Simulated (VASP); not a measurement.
Os:

```xyz
1
Lattice="0.0000 1.9220 1.9220 1.9220 0.0000 1.9220 1.9220 1.9220 0.0000" Properties=species:S:1:pos:R:3 pbc="T T T"
Os    0.0000    0.0000    0.0000
```

Program: VASP 6.6.1. Alike in all runs: task single point; potentials or basis VASP PAW PBE potentials, release 64 (Os); no spin polarisation; cell as given; cutoff (eV) 520. Hardware: 1 thread of AMD EPYC 7R13 (shared host).

Problem. Order these runs on this cell by their wall time, lowest first.
A. level r2SCAN+U; U Os d U = 4.2 eV; k mesh 3 × 3 × 3; smearing gaussian 0.12 eV
B. level PBE; k mesh 3 × 3 × 3; smearing gaussian 0.1 eV
C. level PBE+U; U Os d U = 5.6 eV, J = 0.69 eV; k mesh 10 × 10 × 10; smearing gaussian 0.1 eV; LDAUTYPE 1; hund's J 0.69
D. level PBEsol; k mesh 10 × 10 × 10; smearing gaussian 0.1 eV

Solution. B (4.2 s), D (9.1 s), A (20 s), C (100 s).

Caveats: some runs use coarse meshes; U without spin polarisation on a metal has little footing (some runs); the U is typed as a test and isn't derived for this compound (some runs).
